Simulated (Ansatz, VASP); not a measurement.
# Al: VASP beside Ansatz

```
CELL_PARAMETERS angstrom
-1.54005 1.54005 1.92706
1.54005 -1.54005 1.92706
1.54005 1.54005 -1.92706
ATOMIC_POSITIONS crystal
Al 0.00000 0.00000 0.00000
```

Alike in both runs: task single point; functional PBE; k mesh 22 × 22 × 22; occupations gaussian, width 0.15 eV; no spin polarisation.

|  | VASP | Ansatz |
| --- | --- | --- |
| version | VASP 6.6.1 | Ansatz 0.2.0 |
| potentials or method | VASP PAW PBE potentials, release 64 (Al), cutoff 520 eV | scalar-relativistic, plane waves, PAW |
| valence electrons in the cell | 3 | 3 |

|  | VASP | Ansatz | Ansatz less VASP |
| --- | --- | --- | --- |
| gap on the k mesh at the Fermi level (eV) | none | none | - |
| pressure (GPa) | -5.7 | -5.6 | +0.02 |
| traceless stress, the component that is largest in VASP (GPa) | 2.53 | 2.53 | +0.001 |

A gap of «none» marks a metal or a gap that the smearing closes.
